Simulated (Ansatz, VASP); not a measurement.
Two plane-wave programs on HgSe

```
Hg Se
1.0
     0.00000    3.06698    3.06698
     3.06698    0.00000    3.06698
     3.06698    3.06698    0.00000
Hg Se
1 1
Direct
  0.00000 0.00000 0.00000
  0.25000 0.25000 0.25000
```

Alike in both runs: task single point; functional PBEsol; k mesh 12 × 12 × 12; occupations gaussian, width 0.1 eV; non-collinear spin, spin-orbit coupling.

```csv
,VASP,Ansatz
version,VASP 6.6.1,Ansatz 0.2.0
potentials or method,"VASP PAW PBE potentials, release 64 (Hg, Se), cutoff 500 eV","plane waves, PAW"
valence electrons in the cell,18,36
```

```tsv
	VASP	Ansatz	Ansatz less VASP
net moment per atom (μB)	0.00	0.00	0.000
```

VASP's potentials were made for PBE, not for PBEsol. VASP's potentials hold 18 valence electrons a cell and Ansatz's 36, so a difference there can come from the potentials and not from the codes.
